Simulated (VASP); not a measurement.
Write the native input for VASP 6.6.1 that does the following.

```yaml
Task: single point
Functional: revPBE
Potentials_or_basis: VASP PAW PBE potentials, release 64 (Y_sv)
Cutoff: 520 eV
k_mesh: 11 × 11 × 3
Occupations: fermi-dirac, width 0.1 eV
Spin: no spin polarisation
Dipole_correction: no
Further_INCAR_settings: ALGO = Normal; EDIFF = 1e-06; NBANDS = 30
```

The structure of Y lies in POSCAR:

```
Y
1.0
    3.5946973295      0.0000000000      0.0000000000
   -1.7973486648      3.1130992063      0.0000000000
    0.0000000000      0.0000000000     11.5318941902
Y
4
Direct
    1.0000000000      0.0000000000      1.0000000000
    1.0000000000      1.0000000000      0.5000000000
    0.3333333333      0.6666666667      0.2500000000
    0.6666666667      0.3333333333      0.7500000000
```

These files were run (other wordings do the same):

INCAR

```
PREC = Accurate
ENCUT = 520
EDIFF = 1E-6
ISMEAR = -1
SIGMA = 0.1
LREAL = F
LASPH = T
NELM = 60
ALGO = Normal
ISIF = 2
LWAVE = F
LCHARG = T
GGA = RE
LELF = T
LVHAR = T
NBANDS = 30
```

KPOINTS

```
regular mesh
0
Gamma
  11 11 3
```

Potentials or basis: VASP PAW PBE potentials, release 64 (Y_sv).

The run is started by

```console
$ cat potpaw_PBE.64/Y_sv/POTCAR > POTCAR
$ mpirun -np 1 vasp_std > vasp.out
```

Results of the run:

```json
{
  "Pressure": "1.5 GPa",
  "Band gap on the k mesh": "zero (bands 22 and 23 overlap by 1.11 eV)"
}
```

Caveat: the PAW data sets were made with another functional, which shifts forces and pressure a little.

Run time: 3 min on 1 thread of Oxide Virtual Turin-like Processor (shared host), peak memory 0.26 GiB.
